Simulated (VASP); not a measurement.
# ZrC (Fm-3m) in VASP: a series of runs

The runs below take ZrC through single point, with PBE.

Everything below comes from runs of VASP 6.6.1. Logs are shortened: lines on timing, memory, paths and dates and some standing lists are left out, and cuts for length are marked.

## (1) The cell of the first run

The structure is cubic, space group Fm-3m (No. 225). Conventional cell: a = 4.666 Å, b = 4.666 Å, c = 4.666 Å, α = 90.00°, β = 90.00°, γ = 90.00°. Within 3.1 Å of Zr (site symmetry m-3m) lie 6 C at 2.33 Å. Within 3.1 Å of C (site symmetry m-3m) lie 6 Zr at 2.33 Å.

## (2) Single point, PBE

INCAR reads:

```
SYSTEM = ZrC
PREC = Accurate
ENCUT = 520
EDIFF = 1E-6
ISMEAR = -1
SIGMA = 0.05
LREAL = .FALSE.
LASPH = .TRUE.
NELM = 60
ALGO = Normal
ISIF = 2
LWAVE = .FALSE.
LCHARG = .FALSE.
GGA = PE
NBANDS = 15
```

KPOINTS reads:

```
Automatic mesh
0
G
  8 8 8
  0 0 0
```

POSCAR reads:

```
ZrC
1.0
    0.0000000000      2.3330366223      2.3330366223
    2.3330366223      0.0000000000      2.3330366223
    2.3330366223      2.3330366223      0.0000000000
Zr C
1 1
Direct
    0.5000000000      0.5000000000      0.5000000000
    0.0000000000      0.0000000000      0.0000000000
```

Potentials or basis: VASP PAW PBE potentials, release 64 (Zr_sv, C).

On the command line:

```console
> cat potpaw_PBE.64/Zr_sv/POTCAR potpaw_PBE.64/C/POTCAR > POTCAR
> mpirun -np 1 vasp_std > vasp.out
```

OUTCAR:

```text
SYSTEM = ZrC
   PREC = Accurate
   ENCUT = 520
   EDIFF = 1E-6
   ISMEAR = -1
   LREAL = .FALSE.
   LASPH = .TRUE.
   NELM = 60
   ISIF = 2
   GGA = PE

 ion  position               nearest neighbor table
   1  0.500  0.500  0.500-   2 2.33   2 2.33   2 2.33   2 2.33   2 2.33   2 2.33
   2  0.000  0.000  0.000-   1 2.33   1 2.33   1 2.33   1 2.33   1 2.33   1 2.33

  LATTYP: Found a face centered cubic cell.
 ALAT       =     4.6660732446

  Lattice vectors:

 A1 = (   0.0000000000,   2.3330366223,   2.3330366223)
 A2 = (   2.3330366223,   0.0000000000,   2.3330366223)
 A3 = (   2.3330366223,   2.3330366223,   0.0000000000)

Analysis of symmetry for initial positions (statically):
=====================================================================
 Subroutine PRICEL returns:
 Original cell was already a primitive cell.

 Routine SETGRP: Setting up the symmetry group for a
 face centered cubic supercell.

 Subroutine GETGRP returns: Found 48 space group operations
 (whereof 48 operations were pure point group operations)
 out of a pool of 48 trial point group operations.

The static configuration has the point symmetry O_h .

Analysis of symmetry for dynamics (positions and initial velocities):
=====================================================================
 Subroutine PRICEL returns:
 Original cell was already a primitive cell.

 Routine SETGRP: Setting up the symmetry group for a
 face centered cubic supercell.

 Subroutine GETGRP returns: Found 48 space group operations
 (whereof 48 operations were pure point group operations)
 out of a pool of 48 trial point group operations.

The dynamic configuration has the point symmetry O_h .

 Subroutine INISYM returns: Found 48 space group operations
 (whereof 48 operations are pure point group operations),
 and found     1 'primitive' translations

----------------------------------------------------------------------------------------

                                     Primitive cell

  volume of cell :      25.3977

  direct lattice vectors                    reciprocal lattice vectors
     0.000000000  2.333036622  2.333036622    -0.214312967  0.214312967  0.214312967
     2.333036622  0.000000000  2.333036622     0.214312967 -0.214312967  0.214312967
     2.333036622  2.333036622  0.000000000     0.214312967  0.214312967 -0.214312967

  length of vectors
     3.299412033  3.299412033  3.299412033     0.371200947  0.371200947  0.371200947

  position of ions in fractional coordinates (direct lattice)
     0.500000000  0.500000000  0.500000000
     0.000000000  0.000000000  0.000000000

  ion indices of the primitive-cell ions
   primitive index   ion index
                 1           1
                 2           2

----------------------------------------------------------------------------------------

 KPOINTS: Automatic mesh

Automatic generation of k-mesh.
 Grid dimensions read from file:
 generate k-points for:    8    8    8

 Generating k-lattice:

  Cartesian coordinates                     Fractional coordinates (reciprocal lattice)
    -0.026789121  0.026789121  0.026789121     0.125000000  0.000000000  0.000000000
     0.026789121 -0.026789121  0.026789121     0.000000000  0.125000000  0.000000000
     0.026789121  0.026789121 -0.026789121     0.000000000  0.000000000  0.125000000

  Length of vectors
     0.046400118  0.046400118  0.046400118

  Shift w.r.t. Gamma in fractional coordinates (k-lattice)
     0.000000000  0.000000000  0.000000000

 Subroutine IBZKPT returns following result:
 ===========================================

 Found     29 irreducible k-points:

 Following reciprocal coordinates:
            Coordinates               Weight
  0.000000  0.000000  0.000000      1.000000
  0.125000  0.000000  0.000000      8.000000
  0.250000  0.000000  0.000000      8.000000
  0.375000  0.000000  0.000000      8.000000
  0.500000  0.000000  0.000000      4.000000
  0.125000  0.125000  0.000000      6.000000
[... 16 lines left out ...]
  0.500000  0.250000  0.125000     48.000000
 -0.375000  0.250000  0.125000     24.000000
 [... further k-points ...]
   k-points           NKPTS =     29   k-points in BZ     NKDIM =     29   number of bands    NBANDS=     15
   number of dos      NEDOS =    301   number of ions     NIONS =      2
   total plane-waves  NPLWV =  21952
   dimension x,y,z NGX =    28 NGY =   28 NGZ =   28
   dimension x,y,z NGXF=    56 NGYF=   56 NGZF=   56
   ions per type =               1   1
   NGX,Y,Z   is equivalent  to a cutoff of  14.11, 14.11, 14.11 a.u.
   NGXF,Y,Z  is equivalent  to a cutoff of  28.22, 28.22, 28.22 a.u.
 SYSTEM =  ZrC
   PREC   = accura    normal or accurate (medium, high low for compatibility)
   ISTART =      0    job   : 0-new  1-cont  2-samecut
   ICHARG =      2    charge: 1-file 2-atom 10-const
   ISPIN  =      1    spin polarized calculation?
   LNONCOLLINEAR =      F non collinear calculations
   LSORBIT =      F    spin-orbit coupling
   LASPH  =      T    aspherical Exc in radial PAW
   ENCUT  =  520.0 eV  38.22 Ry    6.18 a.u.   6.13  6.13  6.13*2*pi/ulx,y,z
   NELM   =     60;   NELMIN=  2; NELMDL= -5     # of ELM steps
   EDIFF  = 0.1E-05   stopping-criterion for ELM
   LREAL  =      F    real-space projection
   EDIFFG = 0.1E-04   stopping-criterion for IOM
   NSW    =      0    number of steps for IOM
   IBRION =     -1    ionic relax: 0-MD 1-quasi-New 2-CG
   NFREE  =      0    steps in history (QN), initial steepest desc. (CG)
   ISIF   =      2    stress and relaxation
   ISYM   =      2    0-nonsym 1-usesym 2-fastsym
   POTIM  = 0.5000    time-step for ionic-motion
   TEBEG  =    0.0;   TEEND  =   0.0 temperature during run
   PSTRESS=    0.0 pullay stress
   NELECT =      16.0000    total number of electrons
   NUPDOWN=      -1.0000    fix difference up-down
   EMIN   =  10.00;   EMAX   =-10.00  energy-range for DOS
   EFERMI =   0.00;   METHOD = LEGACY
   ISMEAR =    -1;   SIGMA  =   0.05  broadening in eV -4-tet -1-fermi 0-gaus
   EFERMI_NEDOS =   21; number of points for ismear=-14 and -15
   IALGO  =     38    algorithm
   IMIX   =      4    mixing-type and parameters
     AMIX     =   0.40;   BMIX     =  1.00
     AMIX_MAG =   1.60;   BMIX_MAG =  1.00
  volume/ion in A,a.u.               =      12.70        85.70
  Fermi-wavevector in a.u.,A,eV,Ry     =   1.403406  2.652052 26.797326  1.969548
  Thomas-Fermi vector in A             =   2.526071
   LORBIT       =      0    0 simple, 1 ext, 2 COOP (PROOUT), +10 PAW based schemes
   GGA     = PE    functional components
   LHFCALC =     F    Hartree Fock is set to
   AEXX    =    0.0000 exact exchange contribution
   IVDW    =     0    specifies the selected vdW correction
   LEPSILON=     F    determine dielectric tensor
   LRPA    =     F    only Hartree local field effects (RPA)
 non-spin polarized calculation
  energy-cutoff  :      520.00
  volume of cell :       25.40
 maximum number of plane-waves:       701
 NGX is ok and might be reduce to    28
   NGX = 13   NGY = 13   NGZ = 13

 number of electron      16.0000000 magnetization

 Free energy of the ion-electron system (eV)
  ---------------------------------------------------
  ext. energy  EPLUGINS =         0.00000000
  ---------------------------------------------------
  free energy    TOTEN  =       -19.44538458 eV

  energy without entropy =      -19.44253325  energy(sigma->0) =      -19.44395891

 E-fermi :   9.8244     XC(G=0): -12.2421

 val. band max:        9.8044197608   @ k =   0.1250   0.1250   0.0000
 cond. band min:       9.9524715656   @ k =   0.5000   0.5000   0.0000
 fundamental gap:      0.1480518048
 Fermi energy:         9.8243670267

 k-point     1 :       0.0000    0.0000    0.0000
  band No.  band energies     occupation
      1     -38.1519      2.00000
      2     -15.8472      2.00000
      3     -15.8472      2.00000
      4     -15.8472      2.00000
      5      -1.5138      2.00000
      6      10.8107      0.00000
      7      10.8107      0.00000
      8      10.8107      0.00000
      9      10.9700      0.00000
     10      10.9700      0.00000
     11      10.9700      0.00000
     12      12.7449      0.00000
     13      12.7449      0.00000
     14      17.4321      0.00000
     15      20.3742      0.00000

 k-point     2 :       0.1250    0.0000    0.0000
  band No.  band energies     occupation
      1     -38.1357      2.00000
      2     -15.9928      2.00000
      3     -15.8598      2.00000
      4     -15.8598      2.00000
      5      -1.1530      2.00000
      6       9.0932      2.00000
      7       9.4620      1.99858
      8       9.4620      1.99858
      9      11.4852      0.00000
     10      11.4852      0.00000
     11      11.9570      0.00000
     12      14.3276      0.00000
     13      14.3276      0.00000
     14      18.1265      0.00000
     15      21.3258      0.00000

 k-point     3 :       0.2500    0.0000    0.0000
  band No.  band energies     occupation
      1     -38.0961      2.00000
      2     -16.3284      2.00000
      3     -15.8898      2.00000
      4     -15.8898      2.00000
      5      -0.2112      2.00000
      6       7.0909      2.00000
      7       8.0598      2.00000
      8       8.0598      2.00000
      9      12.4821      0.00000
     10      12.4821      0.00000
     11      12.7059      0.00000
     12      16.8061      0.00000
     13      16.8061      0.00000
     14      19.1642      0.00000
     15      23.1513      0.00000

 k-point     4 :       0.3750    0.0000    0.0000
  band No.  band energies     occupation
      1     -38.0562      2.00000
      2     -16.6449      2.00000
      3     -15.9195      2.00000
      4     -15.9195      2.00000
      5       0.9650      2.00000
      6       5.3558      2.00000
      7       7.1671      2.00000
      8       7.1671      2.00000
      9      13.7770      0.00000
     10      13.7770      0.00000
     11      13.8979      0.00000
     12      18.2636      0.00000
     13      19.1140      0.00000
     14      19.1140      0.00000
     15      24.4744      0.00000
[... 307 lines left out ...]
 k-point    22 :       0.3750    0.2500    0.1250
  band No.  band energies     occupation
      1     -38.0666      2.00000
      2     -16.3902      2.00000
      3     -16.0612      2.00000
      4     -15.9392      2.00000
      5       0.1488      2.00000
      6       6.2861      2.00000
      7       8.0952      2.00000
      8       8.1435      2.00000
      9      11.2406      0.00000
     10      14.2260      0.00000
     11      14.3520      0.00000
     12      15.3448      0.00000
     13      17.9871      0.00000
     14      20.7700      0.00000
     15      24.0967      0.00000

 k-point    23 :       0.5000    0.2500    0.1250
  band No.  band energies     occupation
      1     -38.0345      2.00000
      2     -16.5573      2.00000
      3     -16.1483      2.00000
      4     -15.9845      2.00000
      5       0.7097      2.00000
      6       5.7838      2.00000
      7       7.3878      2.00000
      8       7.7014      2.00000
      9      12.1995      0.00000
     10      14.6096      0.00000
     11      15.0641      0.00000
     12      16.7155      0.00000
     13      18.8418      0.00000
     14      20.7976      0.00000
     15      23.8869      0.00000

 k-point    24 :      -0.3750    0.2500    0.1250
  band No.  band energies     occupation
      1     -38.0211      2.00000
      2     -16.6293      2.00000
      3     -16.1710      2.00000
      4     -16.0121      2.00000
      5       0.9471      2.00000
      6       5.5523      2.00000
      7       7.3218      2.00000
      8       7.4185      2.00000
      9      13.3182      0.00000
     10      13.7603      0.00000
     11      15.2723      0.00000
     12      18.1186      0.00000
     13      18.8782      0.00000
     14      20.3269      0.00000
     15      23.8125      0.00000

 [... further k-points ...]
[... 5 lines left out ...]
  --------------------------------------------------------------------------------------
  -------------------------------------------------------------------------------------
  Total        1.0562786      1.0562786      1.0562786     -0.0000000     -0.0000000      0.0000000
  in kB       66.6337710     66.6337710     66.6337710     -0.0000000     -0.0000000      0.0000000
  external PRESSURE =      66.6337710 kB  Pullay stress =       0.0000000 kB

 VOLUME and BASIS-vectors are now :
 -----------------------------------------------------------------------------
  energy-cutoff  :      520.00
  volume of cell :       25.40
      direct lattice vectors                 reciprocal lattice vectors
     0.000000000  2.333036622  2.333036622    -0.214312967  0.214312967  0.214312967
     2.333036622  0.000000000  2.333036622     0.214312967 -0.214312967  0.214312967
     2.333036622  2.333036622  0.000000000     0.214312967  0.214312967 -0.214312967

 POSITION                                       TOTAL-FORCE (eV/Angst)
 -----------------------------------------------------------------------------------
      2.33304      2.33304      2.33304        -0.000000     -0.000000      0.000000
      0.00000      0.00000      0.00000         0.000000      0.000000     -0.000000
 -----------------------------------------------------------------------------------
    total drift:                                0.000000      0.000000      0.000000

  FREE ENERGIE OF THE ION-ELECTRON SYSTEM (eV)
  ---------------------------------------------------
  free  energy   TOTEN  =       -19.4453845790 eV

  energy  without entropy=      -19.4425332452  energy(sigma->0) =      -19.44395891
```

Wall time 11 s (1 thread of AMD EPYC 7R13 (Zen 3), shared host); peak memory 0.13 GiB.

Results:

| Property | Result |
| --- | --- |
| Free energy | -19.4454 eV |
| Pressure | 6.7 GPa |
| Band gap on the k mesh | zero (band 8 reaches 10.81 eV, above the bottom of band 9 at 9.49 eV) |

[end of part 1 of 2]
